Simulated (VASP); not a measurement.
A run of VASP 6.6.1:

POSCAR

```
GaN
1.0
    2.2489367689     -2.2489367689      0.0000000000
    2.2489367689      0.0000000000     -2.2489367689
    9.2206407525      8.7708533987      8.9957470756
Ga N
6 6
Direct
    0.9604200000      0.0000000000      0.3958000000
    0.3104200000      0.3333333333      0.2291333333
    0.6104200000      0.6666666667      0.5624666667
    0.9104200000      1.0000000000      0.8958000000
    0.2604200000      0.3333333333      0.7291333333
    0.6604200000      0.6666666667      0.0624666667
    0.6229200000      0.6666666667      0.4374666667
    0.9729200000      1.0000000000      0.2708000000
    0.2729200000      0.3333333333      0.6041333333
    0.5729200000      0.6666666667      0.9374666667
   -0.0770800000      0.0000000000      0.7708000000
    0.3229200000      0.3333333333      0.1041333333
```

File INCAR.step1:

```
SYSTEM = GaN
ALGO = Normal ; EDIFF = 1E-4
ENCUT = 520 ; GGA = PE
ISMEAR = 0 ; LASPH = .True.
LCHARG = .False. ; LREAL = .False.
LUSENCCL = .False. ; LWAVE = .True.
NBANDS = 66 ; NELM = 100
PREC = Accurate ; SIGMA = 0.05
```

INCAR.step2

```
SYSTEM = GaN
ALGO = Normal ; EDIFF = 1E-7
ENCUT = 520 ; ISIF = 2
ISMEAR = 0 ; ISTART = 1
LASPH = .True. ; LCHARG = .False.
LMIXTAU = .True. ; LREAL = .False.
LUSENCCL = .False. ; LWAVE = .False.
METAGGA = R2SCAN ; NBANDS = 66
NELM = 100 ; PREC = Accurate
SIGMA = 0.05
```

KPOINTS

```
k-points
0
Gamma
  10 10 2
  0 0 0
```

Potentials or basis: VASP PAW PBE potentials, release 64 (Ga_d, N).

The run is started by

```console
$ cat potpaw_PBE.64/Ga_d/POTCAR potpaw_PBE.64/N/POTCAR > POTCAR
$ cp INCAR.step1 INCAR
$ mpirun -np 1 vasp_std > vasp.out
$ cp INCAR.step2 INCAR
$ mpirun -np 1 vasp_std > vasp.out
```

Hardware: 1 × NVIDIA H100 80GB with 1 thread of AMD EPYC 7R13 Processor (Zen 3) (shared host).

Question: Estimate the wall time of this run.

Answer: It took 22 min on 1 × NVIDIA H100 80GB with 1 thread of AMD EPYC 7R13 Processor (Zen 3), on a shared host, peak memory 1.8 GiB. Counts: k points 104.
